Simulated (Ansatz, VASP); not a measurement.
## One calculation of Pb, two programs

File INCAR:

```
PREC = Accurate
ENCUT = 520
EDIFF = 1E-8
ISMEAR = -1
SIGMA = 0.05
LREAL = False
LASPH = True
NELM = 80
ALGO = Normal
ISIF = 2
LWAVE = False
LCHARG = False
GGA = PE
LEFG = True
NBANDS = 21
```

File KPOINTS:

```
Automatic mesh
0
Gamma
  8 8 8
```

Contents of POSCAR:

```
Pb
1.0
   -0.0687800011      3.4046100549      3.4046100549
    3.4046100549     -0.0687800011      3.4046100549
    3.4046100549      3.4046100549     -0.0687800011
Pb
2
Direct
    0.0000000000      0.0000000000      0.0000000000
    0.2500000000      0.2500000000      0.2500000000
```

Input for Ansatz:

```yaml
crystal:
  lattice:
    - [-0.0687800011, 3.4046100549, 3.4046100549]
    - [3.4046100549, -0.0687800011, 3.4046100549]
    - [3.4046100549, 3.4046100549, -0.0687800011]
  atoms:
    - { symbol: Pb, position: [0.0, 0.0, 0.0] }
    - { symbol: Pb, position: [0.25, 0.25, 0.25] }
kpoints:
  mp_grid: { grid: [8, 8, 8] }
scf:
  occupations: { method: fermi_dirac, width: 0.05 }
hamiltonian:
  xc: pbe
  pseudopotentials: { kind: all_electron, datasets: crystal }
output:
  forces: true
  stress: true
  eigenvalues: true
  efg: { contact_densities: true }
```

Change from the starting cell: equal xy, yz and zx shear strains of -2 %, crystal datasets.

Alike in both runs: task electric field gradients; functional PBE; k mesh 8 × 8 × 8; occupations fermi-dirac, width 0.05 eV; no spin polarisation.

|  | VASP | Ansatz |
| --- | --- | --- |
| version | VASP 6.6.1 | Ansatz 0.2.0 |
| potentials or method | VASP PAW PBE potentials, release 64 (Pb_d), cutoff 520 eV | all-electron PAW with datasets made for the crystal, scalar-relativistic |

Ansatz gave:

```
pressure (GPa)                                                : 2.4
traceless stress, the component that is largest in VASP (GPa) : 0.77
rms of the force components (eV/Å)                            : 0.165
size of Vzz on the site where it differs most (V/Å²)          : 53.9
```

Q: Which values does VASP return?

A: Pressure (GPa): 2.4; traceless stress, the component that is largest in VASP (GPa): 0.77; rms of the force components (eV/Å): 0.165; size of Vzz on the site where it differs most (V/Å²): 55.0.

Atom by atom the forces differ by 0.000 eV/Å (rms over components). Ansatz ran all-electron here, and VASP with PAW potentials.

Spin-orbit coupling is off throughout.
